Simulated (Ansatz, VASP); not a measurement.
## NbCrCl in VASP and in Ansatz

INCAR

```
  PREC = Accurate
  ENCUT = 520
  EDIFF = 1E-7
  ISMEAR = 0
  SIGMA = 0.1
  LREAL = F
  LASPH = T
  NELM = 150
  ALGO = Normal
  ISIF = 2
  LWAVE = F
  LCHARG = F
  ISPIN = 2
  MAGMOM = 0 3 0
  LORBIT = 11
  LMAXMIX = 4
  GGA = PE
  NBANDS = 27
```

The input KPOINTS:

```
regular mesh
0
Gamma
  4 4 4
```

The input POSCAR:

```
NbCrCl
1.0
    4.7142921300      0.0000000000      0.0000000000
    0.0000000000      4.7142921300      0.0000000000
    0.0000000000      0.0000000000      4.8315709600
Nb Cr Cl
1 1 1
Direct
    0.5000000000      0.5000000000      0.0000000000
    0.0000000000      0.0000000000      0.0000000000
    0.5000000000      0.5000000000      0.5000000000
```

Input for Ansatz:

```yaml
crystal:
  lattice:
    - [4.71429213, 0.0, 0.0]
    - [0.0, 4.71429213, 0.0]
    - [0.0, 0.0, 4.83157096]
  atoms:
    - { symbol: Nb, position: [0.5, 0.5, 0.0] }
    - { symbol: Cr, position: [0.0, 0.0, 0.0], spin: 3.0 }
    - { symbol: Cl, position: [0.5, 0.5, 0.5] }
basis:
  ecutwfc: 420
kpoints:
  mp_grid: { grid: [4, 4, 4] }
hamiltonian:
  xc: pbe
scf:
  occupations: { method: gaussian, width: 0.1 }
  lower_state_search: "off"
output:
  forces: true
  stress: true
  eigenvalues: true
  populations: true
magnetization:
  spin_polarized: true
```

Alike in both runs: task single point; functional PBE; k mesh 4 × 4 × 4; occupations gaussian, width 0.1 eV; collinear spin.

```csv
,VASP,Ansatz
version,VASP 6.6.1,Ansatz 0.2.0
potentials or method,"VASP PAW PBE potentials, release 64 (Nb_sv, Cr_pv, Cl), cutoff 520 eV","scalar-relativistic, plane waves, PAW"
valence electrons in the cell,32,34
```

VASP gave:

| Property | Result |
| --- | --- |
| gap on the k mesh at the Fermi level (eV) | none |
| pressure (GPa) | -5.9 |
| traceless stress, the component that is largest in VASP (GPa) | 4.65 |
| net moment per atom (μB) | 0.76 |
| size of the moment on the site where the two differ most (μB) | 1.74 |

Task: Which values does Ansatz return?

Result: gap on the k mesh at the Fermi level (eV): none; pressure (GPa): -5.8; traceless stress, the component that is largest in VASP (GPa): 4.70; net moment per atom (μB): 0.76; size of the moment on the site where the two differ most (μB): 1.38.

Site moments also hang on the region over which each program counts them. A gap of «none» marks a metal or a gap that the smearing closes. VASP's potentials hold 32 valence electrons a cell and Ansatz's 34, so a difference there can come from the potentials and not from the codes.
